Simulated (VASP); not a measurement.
# Zn12Pd in VASP: single point with PBE

Aim: the single point of Zn12Pd with PBE.

Program: VASP 6.6.1. These are calculated values, not measurements. Logs are shortened: lines on timing, memory, paths and dates and some standing lists are left out, and cuts for length are marked.

## 1. The cell of the first run

The cell holds a slab with vacuum, 13 atoms: a = 5.320 Å, b = 5.320 Å, c = 16.937 Å, α = 90.00°, β = 90.00°, γ = 60.00°.

## 2. Single point, PBE

File INCAR:

```
PREC = Accurate
ENCUT = 520
EDIFF = 1E-6
ISMEAR = -1
SIGMA = 0.05
LREAL = False
LASPH = True
NELM = 60
ALGO = Normal
ISIF = 2
LWAVE = False
LCHARG = False
GGA = PE
NBANDS = 89
```

File KPOINTS:

```
Automatic mesh
0
Gamma
  4 4 1
```

File POSCAR:

```
Zn12Pd
1.0
    5.3200000000      0.0000000000      0.0000000000
    2.6600000000      4.6072550000      0.0000000000
    0.0000000000      0.0000000000     16.9369600000
Zn Pd
12 1
Direct
    0.0000000000      0.0000000000      0.0590425000
    0.5000000000      0.0000000000      0.0590425000
    0.0000000000      0.5000000000      0.0590425000
    0.5000000000      0.5000000000      0.0590425000
   -0.1760038467      0.3506659818      0.2072084127
    0.3253321745      0.3506854535      0.2072691646
   -0.1714133545      0.8427838163      0.1968907768
    0.3295384529      0.8409979733      0.1942174893
    0.0339912278     -0.0392464991      0.3264193845
    0.5053144884     -0.0392918287      0.3265230170
    0.0164114675      0.4670152045      0.3632729547
    0.5226510017      0.4545065908      0.3718104090
    0.7762108069     -0.0517289651      0.4443600234
```

Potentials or basis: VASP PAW PBE potentials, release 64 (Zn, Pd).

Started as:

```sh
> cat potpaw_PBE.64/Zn/POTCAR potpaw_PBE.64/Pd/POTCAR > POTCAR
> mpirun -np 1 vasp_std > vasp.out
```

OUTCAR:

```text
PREC = Accurate
   ENCUT = 520
   EDIFF = 1E-6
   ISMEAR = -1
   LREAL = False
   LASPH = True
   NELM = 60
   ISIF = 2
   GGA = PE

 ion  position               nearest neighbor table
   1  0.000  0.000  0.059-   3 2.66   3 2.66   4 2.66   4 2.66   2 2.66   2 2.66   8 2.75   7 2.78
                             5 2.98
   2  0.500  0.000  0.059-   4 2.66   3 2.66   4 2.66   3 2.66   1 2.66   1 2.66   8 2.75   7 2.78
                             6 2.99
   3  0.000  0.500  0.059-   1 2.66   1 2.66   2 2.66   2 2.66   4 2.66   4 2.66   7 2.82   5 2.92
                             6 2.92
   4  0.500  0.500  0.059-   2 2.66   1 2.66   2 2.66   1 2.66   3 2.66   3 2.66   8 2.78   5 2.92
                             6 2.92
   5  0.824  0.351  0.207-   8 2.63   7 2.64   6 2.65   6 2.67   7 2.70   9 2.70   8 2.71   4 2.92
                             3 2.92   1 2.98  11 3.01
   6  0.325  0.351  0.207-   8 2.63   7 2.64   5 2.65   5 2.67   7 2.70  10 2.70   8 2.71   4 2.92
                             3 2.92   2 2.99  11 3.01
   7  0.829  0.843  0.197-   5 2.64   6 2.64   8 2.66   8 2.66   9 2.66  10 2.66   5 2.70   6 2.70
                             2 2.78   1 2.78   3 2.82
   8  0.330  0.841  0.194-   9 2.62  10 2.63   5 2.63   6 2.63   7 2.66   7 2.66   6 2.71   5 2.71
                             2 2.75   1 2.75   4 2.78
   9  0.034  0.961  0.326-  13 2.44  10 2.51   8 2.62   7 2.66   5 2.70  11 2.72  11 2.75  12 2.76
                            12 2.78  10 2.81
  10  0.505  0.961  0.327-  13 2.44   9 2.51   8 2.63   7 2.66   6 2.70  11 2.72  11 2.75  12 2.76
                            12 2.78   9 2.81
  11  0.016  0.467  0.363-  13 2.61  12 2.66  12 2.66   9 2.72  10 2.72  10 2.75   9 2.75   6 3.01
                             5 3.01
  12  0.523  0.455  0.372-  13 2.64  11 2.66  11 2.66  10 2.76   9 2.76  10 2.78   9 2.78
  13  0.776  0.948  0.444-   9 2.44  10 2.44  11 2.61  12 2.64

  LATTYP: Found a hexagonal cell.
 ALAT       =     5.3199998717
 C/A-ratio  =     3.1836391745

  Lattice vectors:

 A1 = (  -2.6600000000,  -4.6072550000,   0.0000000000)
 A2 = (   5.3200000000,   0.0000000000,   0.0000000000)
 A3 = (   0.0000000000,   0.0000000000,  16.9369600000)

Analysis of symmetry for initial positions (statically):
=====================================================================
 Subroutine PRICEL returns:
 Original cell was already a primitive cell.

 Routine SETGRP: Setting up the symmetry group for a
 hexagonal supercell.

 Subroutine GETGRP returns: Found  1 space group operations
 (whereof  1 operations were pure point group operations)
 out of a pool of 24 trial point group operations.

The static configuration has the point symmetry C_1 .

Analysis of symmetry for dynamics (positions and initial velocities):
=====================================================================
 Subroutine PRICEL returns:
 Original cell was already a primitive cell.

 Routine SETGRP: Setting up the symmetry group for a
 hexagonal supercell.

 Subroutine GETGRP returns: Found  1 space group operations
 (whereof  1 operations were pure point group operations)
 out of a pool of 24 trial point group operations.

The dynamic configuration has the point symmetry C_1 .

 Subroutine INISYM returns: Found  1 space group operations
 (whereof  1 operations are pure point group operations),
 and found     1 'primitive' translations

----------------------------------------------------------------------------------------

                                     Primitive cell

  volume of cell :     415.1350

  direct lattice vectors                    reciprocal lattice vectors
     5.320000000  0.000000000  0.000000000     0.187969925 -0.108524490  0.000000000
     2.660000000  4.607255000  0.000000000     0.000000000  0.217048980  0.000000000
     0.000000000  0.000000000 16.936960000     0.000000000  0.000000000  0.059042473

  length of vectors
     5.320000000  5.319999872 16.936960000     0.217048975  0.217048980  0.059042473

  position of ions in fractional coordinates (direct lattice)
     0.000000000  0.000000000  0.059042500
     0.500000000  0.000000000  0.059042500
     0.000000000  0.500000000  0.059042500
     0.500000000  0.500000000  0.059042500
[... 34 lines left out ...]
 Generating k-lattice:

  Cartesian coordinates                     Fractional coordinates (reciprocal lattice)
     0.046992481 -0.027131123  0.000000000     0.250000000  0.000000000  0.000000000
     0.000000000  0.054262245  0.000000000     0.000000000  0.250000000  0.000000000
     0.000000000  0.000000000  0.059042473     0.000000000  0.000000000  1.000000000

  Length of vectors
     0.054262244  0.054262245  0.059042473

  Shift w.r.t. Gamma in fractional coordinates (k-lattice)
     0.000000000  0.000000000  0.000000000

 Subroutine IBZKPT returns following result:
 ===========================================

 Found     10 irreducible k-points:

 Following reciprocal coordinates:
            Coordinates               Weight
  0.000000  0.000000  0.000000      1.000000
  0.250000  0.000000  0.000000      2.000000
  0.250000  0.250000  0.000000      2.000000
  0.000000  0.250000  0.000000      2.000000
  0.500000  0.000000  0.000000      1.000000
  0.500000  0.500000  0.000000      1.000000
  0.000000  0.500000  0.000000      1.000000
  0.500000  0.250000  0.000000      2.000000
  0.250000  0.500000  0.000000      2.000000
 -0.250000  0.250000  0.000000      2.000000
   k-points           NKPTS =     10   k-points in BZ     NKDIM =     10   number of bands    NBANDS=     89
   number of dos      NEDOS =    301   number of ions     NIONS =     13
   total plane-waves  NPLWV = 201600
   dimension x,y,z NGX =    40 NGY =   40 NGZ =  126
   dimension x,y,z NGXF=    80 NGYF=   80 NGZF=  252
   ions per type =              12   1
   NGX,Y,Z   is equivalent  to a cutoff of  12.50, 12.50, 12.37 a.u.
   NGXF,Y,Z  is equivalent  to a cutoff of  25.00, 25.00, 24.74 a.u.
 SYSTEM =  unknown system
   PREC   = accura    normal or accurate (medium, high low for compatibility)
   ISTART =      0    job   : 0-new  1-cont  2-samecut
   ICHARG =      2    charge: 1-file 2-atom 10-const
   ISPIN  =      1    spin polarized calculation?
   LNONCOLLINEAR =      F non collinear calculations
   LSORBIT =      F    spin-orbit coupling
   LASPH  =      T    aspherical Exc in radial PAW
   ENCUT  =  520.0 eV  38.22 Ry    6.18 a.u.   9.89  9.89 31.49*2*pi/ulx,y,z
   NELM   =     60;   NELMIN=  2; NELMDL= -5     # of ELM steps
   EDIFF  = 0.1E-05   stopping-criterion for ELM
   LREAL  =      F    real-space projection
   EDIFFG = 0.1E-04   stopping-criterion for IOM
   NSW    =      0    number of steps for IOM
   IBRION =     -1    ionic relax: 0-MD 1-quasi-New 2-CG
   NFREE  =      0    steps in history (QN), initial steepest desc. (CG)
   ISIF   =      2    stress and relaxation
   ISYM   =      2    0-nonsym 1-usesym 2-fastsym
   POTIM  = 0.5000    time-step for ionic-motion
   TEBEG  =    0.0;   TEEND  =   0.0 temperature during run
   PSTRESS=    0.0 pullay stress
   NELECT =     154.0000    total number of electrons
   NUPDOWN=      -1.0000    fix difference up-down
   EMIN   =  10.00;   EMAX   =-10.00  energy-range for DOS
   EFERMI =   0.00;   METHOD = LEGACY
   ISMEAR =    -1;   SIGMA  =   0.05  broadening in eV -4-tet -1-fermi 0-gaus
   EFERMI_NEDOS =   21; number of points for ismear=-14 and -15
   IALGO  =     38    algorithm
   IMIX   =      4    mixing-type and parameters
     AMIX     =   0.40;   BMIX     =  1.00
     AMIX_MAG =   1.60;   BMIX_MAG =  1.00
  volume/ion in A,a.u.               =      31.93       215.50
  Fermi-wavevector in a.u.,A,eV,Ry     =   1.176301  2.222887 18.826178  1.383685
  Thomas-Fermi vector in A             =   2.312668
   LORBIT       =      0    0 simple, 1 ext, 2 COOP (PROOUT), +10 PAW based schemes
   GGA     = PE    functional components
   LHFCALC =     F    Hartree Fock is set to
   AEXX    =    0.0000 exact exchange contribution
   IVDW    =     0    specifies the selected vdW correction
   LEPSILON=     F    determine dielectric tensor
   LRPA    =     F    only Hartree local field effects (RPA)
 non-spin polarized calculation
  energy-cutoff  :      520.00
  volume of cell :      415.13
 maximum number of plane-waves:     11208
   NGX = 19   NGY = 19   NGZ = 63

 number of electron     153.9999974 magnetization

 Free energy of the ion-electron system (eV)
  ---------------------------------------------------
  ext. energy  EPLUGINS =         0.00000000
  ---------------------------------------------------
  free energy    TOTEN  =       -16.63165485 eV

  energy without entropy =      -16.58947343  energy(sigma->0) =      -16.61056414

 E-fermi :  -0.4626     XC(G=0):  -6.5110

 val. band max:       -0.4792749741   @ k =   0.2500   0.2500   0.0000
 cond. band min:      -0.4385664850   @ k =   0.0000   0.5000   0.0000
 fundamental gap:      0.0407084890
 Fermi energy:        -0.4625763192

 k-point     1 :       0.0000    0.0000    0.0000
  band No.  band energies     occupation
      1     -10.3795      2.00000
      2      -9.1593      2.00000
      3      -8.8996      2.00000
      4      -8.7801      2.00000
      5      -8.7266      2.00000
      6      -8.7074      2.00000
[... 909 lines left out ...]
     88       3.9738      0.00000
     89       4.3398      0.00000

------------------------ aborting loop because EDIFF is reached ----------------------------------------

  FORCE on cell =-STRESS in cart. coord.  units (eV):
  Direction    XX          YY          ZZ          XY          YZ          ZX
  --------------------------------------------------------------------------------------
  -------------------------------------------------------------------------------------
  Total        1.7099736     -3.0858329      0.3830835      0.0015989      0.0039230     -0.0005977
  in kB        6.5994940    -11.9095033      1.4784773      0.0061710      0.0151403     -0.0023067
  external PRESSURE =      -1.2771773 kB  Pullay stress =       0.0000000 kB

 VOLUME and BASIS-vectors are now :
 -----------------------------------------------------------------------------
  energy-cutoff  :      520.00
  volume of cell :      415.13
      direct lattice vectors                 reciprocal lattice vectors
     5.320000000  0.000000000  0.000000000     0.187969925 -0.108524490  0.000000000
     2.660000000  4.607255000  0.000000000     0.000000000  0.217048980  0.000000000
     0.000000000  0.000000000 16.936960000     0.000000000  0.000000000  0.059042473

 POSITION                                       TOTAL-FORCE (eV/Angst)
 -----------------------------------------------------------------------------------
      0.00000      0.00000      1.00000         0.039743      0.098938     -0.013668
      2.66000      0.00000      1.00000        -0.039681      0.099342     -0.014150
      1.33000      2.30363      1.00000         0.000374     -0.119726      0.007118
      3.99000      2.30363      1.00000        -0.000353     -0.078703     -0.027606
      5.31643      1.61561      3.50948        -0.003142      0.001686      0.000198
      2.66359      1.61570      3.51051         0.003155      0.001683      0.000101
      6.64989      3.88292      3.33473         0.000018     -0.000831     -0.003490
      3.99020      3.87469      3.28945         0.000008     -0.000913     -0.003835
      2.73644      4.42644      5.52855         0.013248     -0.001345     -0.013958
      5.24376      4.42623      5.53031        -0.013268     -0.001361     -0.013737
      1.32957      2.15166      6.15274        -0.000034     -0.017478      0.003950
      3.98949      2.09403      6.29734         0.000167      0.017824      0.006220
      6.65184      4.36893      7.52611        -0.000234      0.000884      0.072857
 -----------------------------------------------------------------------------------
    total drift:                               -0.000158      0.000602     -0.002599

  FREE ENERGIE OF THE ION-ELECTRON SYSTEM (eV)
  ---------------------------------------------------
  free  energy   TOTEN  =       -16.6316548547 eV

  energy  without entropy=      -16.5894734314  energy(sigma->0) =      -16.61056414
```

Wall time 12 min (1 thread of AMD EPYC 7R43 (Zen 3), shared host); peak memory 0.55 GiB.

Results:

* Free energy: -16.6317 eV
* Largest force: 0.120 eV/Å
* Band gap on the k mesh: zero (bands 77 and 78 overlap by 0.60 eV)

Forces on the atoms (eV/Å):
```
Zn   0.040  0.099 -0.014
Zn  -0.040  0.099 -0.014
Zn   0.000 -0.120  0.007
Zn   0.000 -0.079 -0.028
Zn  -0.003  0.002  0.000
Zn   0.003  0.002  0.000
Zn   0.000 -0.001 -0.003
Zn   0.000 -0.001 -0.004
Zn   0.013 -0.001 -0.014
Zn  -0.013 -0.001 -0.014
Zn   0.000 -0.017  0.004
Zn   0.000  0.018  0.006
Pd   0.000  0.001  0.073
```

Caveat: there is no dipole correction, which matters where the two faces differ.

The gap in the log of VASP goes by the Fermi energy; the results here count the filled bands.